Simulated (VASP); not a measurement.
# Au in VASP: single point with PBE

Aim: the single point of Au with PBE.

Everything below comes from runs of VASP 6.6.1. Logs are shortened: lines on timing, memory, paths and dates and some standing lists are left out, and cuts for length are marked.

## Step 1: The cell of the first run

The cell holds a slab with vacuum, 4 atoms: a = 2.940 Å, b = 2.940 Å, c = 24.202 Å, α = 90.00°, β = 90.00°, γ = 120.00°.

## Step 2: Single point, PBE

INCAR reads:

```
  PREC = Accurate
  ENCUT = 520
  EDIFF = 1E-7
  ISMEAR = 0
  SIGMA = 0.1
  LREAL = F
  LASPH = T
  NELM = 100
  ALGO = Normal
  ISIF = 2
  LWAVE = F
  LCHARG = F
  LDIPOL = T
  IDIPOL = 3
  DIPOL = 0.5 0.5 0.499
  GGA = PE
  NBANDS = 30
```

KPOINTS reads:

```
regular mesh
0
Gamma
  12 12 1
```

POSCAR reads:

```
Au
1.0
    2.9402300950      0.0000000000      0.0000000000
   -1.4701150475      2.5463139552      0.0000000000
    0.0000000000      0.0000000000     24.2020634590
Au
4
Direct
    0.6666666667      0.3333333333      0.3512097229
    0.3333333333      0.6666666667      0.4504032410
    0.0000000000      0.0000000000      0.5480612257
    0.6666666667      0.3333333333      0.6474442619
```

Potentials or basis: VASP PAW PBE potentials, release 64 (Au).

The run is started by

```console
$ cat potpaw_PBE.64/Au/POTCAR > POTCAR
$ mpirun -np 1 vasp_std > vasp.out
```

OUTCAR:

```text
PREC = Accurate
   ENCUT = 520
   EDIFF = 1E-7
   ISMEAR = 0
   LREAL = F
   LASPH = T
   NELM = 100
   ISIF = 2
   GGA = PE

 ion  position               nearest neighbor table
   1  0.667  0.333  0.351-   2 2.94   2 2.94   2 2.94
   2  0.333  0.667  0.450-   3 2.91   3 2.91   3 2.91   1 2.94   1 2.94   1 2.94
   3  0.000  0.000  0.548-   2 2.91   2 2.91   2 2.91   4 2.94   4 2.94   4 2.94
   4  0.667  0.333  0.647-   3 2.94   3 2.94   3 2.94

  LATTYP: Found a hexagonal cell.
 ALAT       =     2.9402300950
 C/A-ratio  =     8.2313501587

  Lattice vectors:

 A1 = (   2.9402300950,   0.0000000000,   0.0000000000)
 A2 = (  -1.4701150475,   2.5463139552,   0.0000000000)
 A3 = (   0.0000000000,   0.0000000000,  24.2020634590)

Analysis of symmetry for initial positions (statically):
=====================================================================
 Subroutine PRICEL returns:
 Original cell was already a primitive cell.

 Routine SETGRP: Setting up the symmetry group for a
 hexagonal supercell.

 Subroutine GETGRP returns: Found  6 space group operations
 (whereof  6 operations were pure point group operations)
 out of a pool of 24 trial point group operations.

The static configuration has the point symmetry C_3v.

Analysis of symmetry for dynamics (positions and initial velocities):
=====================================================================
 Subroutine PRICEL returns:
 Original cell was already a primitive cell.

 Routine SETGRP: Setting up the symmetry group for a
 hexagonal supercell.

 Subroutine GETGRP returns: Found  6 space group operations
 (whereof  6 operations were pure point group operations)
 out of a pool of 24 trial point group operations.

The dynamic configuration has the point symmetry C_3v.

 Subroutine INISYM returns: Found  6 space group operations
 (whereof  6 operations are pure point group operations),
 and found     1 'primitive' translations

----------------------------------------------------------------------------------------

                                     Primitive cell

  volume of cell :     181.1948

  direct lattice vectors                    reciprocal lattice vectors
     2.940230095  0.000000000  0.000000000     0.340109436  0.196362275  0.000000000
    -1.470115047  2.546313955  0.000000000     0.000000000  0.392724549  0.000000000
     0.000000000  0.000000000 24.202063459     0.000000000  0.000000000  0.041318791

  length of vectors
     2.940230095  2.940230095 24.202063459     0.392724549  0.392724549  0.041318791

  position of ions in fractional coordinates (direct lattice)
     0.666666667  0.333333333  0.351209723
     0.333333333  0.666666667  0.450403241
     0.000000000  0.000000000  0.548061226
     0.666666667  0.333333333  0.647444262

  ion indices of the primitive-cell ions
   primitive index   ion index
                 1           1
                 2           2
                 3           3
                 4           4

----------------------------------------------------------------------------------------

 KPOINTS: regular mesh

Automatic generation of k-mesh.
 Grid dimensions read from file:
 generate k-points for:   12   12    1

 Generating k-lattice:

  Cartesian coordinates                     Fractional coordinates (reciprocal lattice)
     0.028342453  0.016363523  0.000000000     0.083333333  0.000000000  0.000000000
     0.000000000  0.032727046  0.000000000     0.000000000  0.083333333  0.000000000
     0.000000000  0.000000000  0.041318791     0.000000000  0.000000000  1.000000000

  Length of vectors
     0.032727046  0.032727046  0.041318791

  Shift w.r.t. Gamma in fractional coordinates (k-lattice)
     0.000000000  0.000000000  0.000000000

 Subroutine IBZKPT returns following result:
 ===========================================

 Found     19 irreducible k-points:

 Following reciprocal coordinates:
            Coordinates               Weight
  0.000000  0.000000  0.000000      1.000000
  0.083333  0.000000  0.000000      6.000000
  0.166667 -0.000000  0.000000      6.000000
  0.250000  0.000000  0.000000      6.000000
  0.333333  0.000000  0.000000      6.000000
  0.416667  0.000000  0.000000      6.000000
[... 11 lines left out ...]
  0.333333  0.250000  0.000000     12.000000
  0.333333  0.333333  0.000000      2.000000
   k-points           NKPTS =     19   k-points in BZ     NKDIM =     19   number of bands    NBANDS=     30
   number of dos      NEDOS =    301   number of ions     NIONS =      4
   total plane-waves  NPLWV = 103680
   dimension x,y,z NGX =    24 NGY =   24 NGZ =  180
   dimension x,y,z NGXF=    48 NGYF=   48 NGZF=  360
   ions per type =               4
   NGX,Y,Z   is equivalent  to a cutoff of  13.57, 13.57, 12.36 a.u.
   NGXF,Y,Z  is equivalent  to a cutoff of  27.14, 27.14, 24.73 a.u.
 SYSTEM =  unknown system
   PREC   = accura    normal or accurate (medium, high low for compatibility)
   ISTART =      0    job   : 0-new  1-cont  2-samecut
   ICHARG =      2    charge: 1-file 2-atom 10-const
   ISPIN  =      1    spin polarized calculation?
   LNONCOLLINEAR =      F non collinear calculations
   LSORBIT =      F    spin-orbit coupling
   LASPH  =      T    aspherical Exc in radial PAW
   ENCUT  =  520.0 eV  38.22 Ry    6.18 a.u.   5.47  5.47 45.00*2*pi/ulx,y,z
   NELM   =    100;   NELMIN=  2; NELMDL= -5     # of ELM steps
   EDIFF  = 0.1E-06   stopping-criterion for ELM
   LREAL  =      F    real-space projection
   EDIFFG = 0.1E-05   stopping-criterion for IOM
   NSW    =      0    number of steps for IOM
   IBRION =     -1    ionic relax: 0-MD 1-quasi-New 2-CG
   NFREE  =      0    steps in history (QN), initial steepest desc. (CG)
   ISIF   =      2    stress and relaxation
   ISYM   =      2    0-nonsym 1-usesym 2-fastsym
   POTIM  = 0.5000    time-step for ionic-motion
   TEBEG  =    0.0;   TEEND  =   0.0 temperature during run
   PSTRESS=    0.0 pullay stress
   NELECT =      44.0000    total number of electrons
   NUPDOWN=      -1.0000    fix difference up-down
   EMIN   =  10.00;   EMAX   =-10.00  energy-range for DOS
   EFERMI =   0.00;   METHOD = LEGACY
   ISMEAR =     0;   SIGMA  =   0.10  broadening in eV -4-tet -1-fermi 0-gaus
   EFERMI_NEDOS =   21; number of points for ismear=-14 and -15
   IALGO  =     38    algorithm
   IMIX   =      4    mixing-type and parameters
     AMIX     =   0.40;   BMIX     =  1.00
     AMIX_MAG =   1.60;   BMIX_MAG =  1.00
  volume/ion in A,a.u.               =      45.30       305.69
  Fermi-wavevector in a.u.,A,eV,Ry     =   1.021356  1.930083 14.193165  1.043168
  Thomas-Fermi vector in A             =   2.154976
   LORBIT       =      0    0 simple, 1 ext, 2 COOP (PROOUT), +10 PAW based schemes
   GGA     = PE    functional components
   LHFCALC =     F    Hartree Fock is set to
   AEXX    =    0.0000 exact exchange contribution
   IVDW    =     0    specifies the selected vdW correction
   LEPSILON=     F    determine dielectric tensor
   LRPA    =     F    only Hartree local field effects (RPA)
 non-spin polarized calculation
 Gauss-broadening in eV      SIGMA  =   0.10
  energy-cutoff  :      520.00
  volume of cell :      181.19
 maximum number of plane-waves:      4973
 NGX is ok and might be reduce to    24
   NGX = 11   NGY = 11   NGZ = 89

 dipolmoment           0.000000      0.000000     -0.000210 electrons x Angstroem

 number of electron      43.9999995 magnetization

 dipolmoment           0.000000      0.000000      0.000086 electrons x Angstroem

 Free energy of the ion-electron system (eV)
  ---------------------------------------------------
  ext. energy  EPLUGINS =         0.00000000
  ---------------------------------------------------
  free energy    TOTEN  =       -12.20186499 eV

  energy without entropy =      -12.19386465  energy(sigma->0) =      -12.19786482

 E-fermi :   0.3118     XC(G=0):  -5.5753

 val. band max:        0.2641513396   @ k =   0.4167   0.0833   0.0000
 cond. band min:       0.3735792567   @ k =   0.5000   0.0000   0.0000
 fundamental gap:      0.1094279171
 Fermi energy:         0.3118135661

 k-point     1 :       0.0000    0.0000    0.0000
  band No.  band energies     occupation
      1      -8.5707      2.00000
      2      -7.4327      2.00000
      3      -6.4823      2.00000
      4      -6.3921      2.00000
      5      -4.0691      2.00000
      6      -3.9965      2.00000
[... 22 lines left out ...]
     29       6.2557      0.00000
     30       7.9874      0.00000

 k-point     2 :       0.0833    0.0000    0.0000
  band No.  band energies     occupation
      1      -8.3694      2.00000
      2      -7.2353      2.00000
      3      -6.2861      2.00000
      4      -6.2193      2.00000
      5      -4.2228      2.00000
      6      -4.1185      2.00000
[... 22 lines left out ...]
     29       6.3919      0.00000
     30       8.1489      0.00000

 k-point     3 :       0.1667   -0.0000    0.0000
  band No.  band energies     occupation
      1      -7.8021      2.00000
      2      -6.7050      2.00000
      3      -5.8116      2.00000
      4      -5.7456      2.00000
      5      -4.5438      2.00000
      6      -4.3177      2.00000
[... 22 lines left out ...]
     29       6.8353      0.00000
     30       8.6274      0.00000

 k-point     4 :       0.2500    0.0000    0.0000
  band No.  band energies     occupation
      1      -7.0206      2.00000
      2      -6.1205      2.00000
      3      -5.5203      2.00000
      4      -5.2431      2.00000
      5      -4.9468      2.00000
      6      -4.4667      2.00000
[... 22 lines left out ...]
     29       7.6350      0.00000
     30       9.3066      0.00000

 k-point     5 :       0.3333    0.0000    0.0000
  band No.  band energies     occupation
      1      -6.4004      2.00000
      2      -5.9062      2.00000
      3      -5.5599      2.00000
      4      -5.3711      2.00000
      5      -5.2118      2.00000
      6      -4.6737      2.00000
[... 22 lines left out ...]
     29       7.9865      0.00000
     30       8.5886      0.00000
[... 361 lines left out ...]
     29       8.0925      0.00000
     30       9.1458      0.00000

 k-point    17 :       0.2500    0.2500    0.0000
  band No.  band energies     occupation
      1      -5.5252      2.00000
      2      -5.4358      2.00000
      3      -5.1556      2.00000
      4      -4.7931      2.00000
      5      -4.7528      2.00000
      6      -4.5300      2.00000
[... 22 lines left out ...]
     29       7.7536      0.00000
     30       8.5553      0.00000

 k-point    18 :       0.3333    0.2500    0.0000
  band No.  band energies     occupation
      1      -5.4352      2.00000
      2      -5.3824      2.00000
      3      -5.0452      2.00000
      4      -4.8474      2.00000
      5      -4.7381      2.00000
      6      -4.5165      2.00000
[... 22 lines left out ...]
     29       7.0893      0.00000
     30       8.5126      0.00000

 k-point    19 :       0.3333    0.3333    0.0000
  band No.  band energies     occupation
      1      -5.2100      2.00000
      2      -5.2082      2.00000
      3      -5.1519      2.00000
      4      -4.6858      2.00000
      5      -4.6794      2.00000
      6      -4.4879      2.00000
[... 22 lines left out ...]
     29       6.6169      0.00000
     30       7.3960      0.00000

------------------------ aborting loop because EDIFF is reached ----------------------------------------

 vacuum level on the upper side and lower side of the slab       (xc-potential included)        -0.008        -0.010

  FORCE on cell =-STRESS in cart. coord.  units (eV):
  Direction    XX          YY          ZZ          XY          YZ          ZX
  --------------------------------------------------------------------------------------
  -------------------------------------------------------------------------------------
  Total       -2.0601082     -2.0601082     -0.0529557     -0.0000000      0.0000000      0.0000000
  in kB      -18.2160813    -18.2160813     -0.4682500     -0.0000000      0.0000000      0.0000000
  external PRESSURE =     -12.3001375 kB  Pullay stress =       0.0000000 kB

 VOLUME and BASIS-vectors are now :
 -----------------------------------------------------------------------------
  energy-cutoff  :      520.00
  volume of cell :      181.19
      direct lattice vectors                 reciprocal lattice vectors
     2.940230095  0.000000000  0.000000000     0.340109436  0.196362275  0.000000000
    -1.470115047  2.546313955  0.000000000     0.000000000  0.392724549  0.000000000
     0.000000000  0.000000000 24.202063459     0.000000000  0.000000000  0.041318791

 POSITION                                       TOTAL-FORCE (eV/Angst)
 -----------------------------------------------------------------------------------
      1.47012      0.84877      8.50000         0.000000      0.000000     -0.006843
     -0.00000      1.69754     10.90069        -0.000000     -0.000000      0.007625
      0.00000      0.00000     13.26421         0.000000     -0.000000      0.005713
      1.47012      0.84877     15.66949        -0.000000      0.000000     -0.006495
 -----------------------------------------------------------------------------------
    total drift:                                0.000000      0.000000      0.000116

  FREE ENERGIE OF THE ION-ELECTRON SYSTEM (eV)
  ---------------------------------------------------
  free  energy   TOTEN  =       -12.2018649861 eV

  energy  without entropy=      -12.1938646505  energy(sigma->0) =      -12.19786482

 vacuum level on the upper side and lower side of the slab         5.420         5.418
```

It took 2.4 min on 1 thread of Intel Xeon 6975P-C, shared host; peak memory 0.34 GiB.

What came out:

| Quantity | Value |
| --- | --- |
| Free energy | -12.2019 eV |
| Largest force | 0.008 eV/Å |
| Band gap on the k mesh | zero (band 22 reaches 3.05 eV, above the bottom of band 23 at -1.65 eV) |

Forces on the atoms (eV/Å):
```
Au   0.000  0.000 -0.007
Au   0.000  0.000  0.008
Au   0.000  0.000  0.006
Au   0.000  0.000 -0.006
```

Levels at points of the mesh, in eV from the Fermi level:
| k point | band 18 | band 19 | band 20 | band 21 | band 22 | band 23 | band 24 | band 25 | band 26 | band 27 |
| --- | --- | --- | --- | --- | --- | --- | --- | --- | --- | --- |
| (0.00, 0.00, 0.00) | -2.77 | -2.77 | -2.32 | -2.32 | -1.96 | -1.96 | -1.13 | 0.29 | 4.49 | 4.87 |
| (0.50, 0.00, 0.00) | -1.74 | -1.60 | -1.57 | 0.06 | 0.92 | 1.29 | 1.39 | 3.28 | 3.65 | 4.50 |

Caveat: spin-orbit coupling is left out, which moves the levels of the heavy elements.
